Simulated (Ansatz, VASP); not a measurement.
**GaS2: VASP beside Ansatz**

```
CELL_PARAMETERS angstrom
3.91112 0.00000 0.00000
-1.95556 3.38713 0.00000
0.00000 0.00000 4.22297
ATOMIC_POSITIONS crystal
Ga 0.00000 0.00000 0.00000
S 0.33333 0.66667 0.50000
S 0.66667 0.33333 0.50000
```

Alike in both runs: task relaxation of cell and atoms; functional PBE; k mesh 6 × 6 × 4; occupations gaussian, width 0.1 eV; no spin polarisation.

|  | VASP | Ansatz |
| --- | --- | --- |
| version | VASP 6.6.1 | Ansatz 0.2.0 |
| potentials or method | VASP PAW PBE potentials, release 64 (Ga_d, S), cutoff 600 eV | scalar-relativistic, plane waves, PAW |
| valence electrons in the cell | 25 | 25 |

|  | VASP | Ansatz | Ansatz less VASP |
| --- | --- | --- | --- |
| gap on the k mesh at the Fermi level, each at its own relaxed structure (eV) | none | none | - |
| relaxed volume (Å³/atom) | 19.63 | 19.68 | +0.057 |
| relaxed cell length with the largest relative difference (Å) | 3.624 | 3.634 | +0.0100 |

A gap of «none» marks a metal or a gap that the smearing closes.

The k mesh is coarse, so the values compare programs but aren't converged.
